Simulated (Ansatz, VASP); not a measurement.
# One calculation of AlRu, two programs

```xyz
2
Lattice="2.9916 0.0000 0.0000 0.0000 2.9916 0.0000 0.0000 0.0000 2.9916" Properties=species:S:1:pos:R:3 pbc="T T T"
Ru    1.4958    1.4958    1.4958
Al    0.0000    0.0000    0.0000
```

Alike in both runs: functional LDA; k mesh 9 × 9 × 9; occupations fermi-dirac, width 0.05 eV; no spin polarisation; Hubbard terms Ru d U = 5.0 eV.

|  | VASP | Ansatz |
| --- | --- | --- |
| version | VASP 6.6.1 | Ansatz 0.2.0 |
| potentials or method | VASP PAW LDA potentials, release 64 (Ru_sv, Al) | Ansatz PAW |
| plane-wave cutoff (eV) | 600 | 420 |
| valence electrons in the cell | 19 | 19 |
| task | single point | density of states |

VASP gave:

| Quantity | Value |
| --- | --- |
| gap on the k mesh at the Fermi level (eV) | none |
| pressure (GPa) | -8.2 |

Estimate Ansatz's values.

gap on the k mesh at the Fermi level (eV): none; pressure (GPa): -10.9.

LDA's correlation is that of Perdew and Zunger in VASP and of Perdew and Wang (1992) in Ansatz. The programs project onto different local orbitals, so the same U acts differently, and such runs can settle in different states. A gap of «none» marks a metal or a gap that the smearing closes.
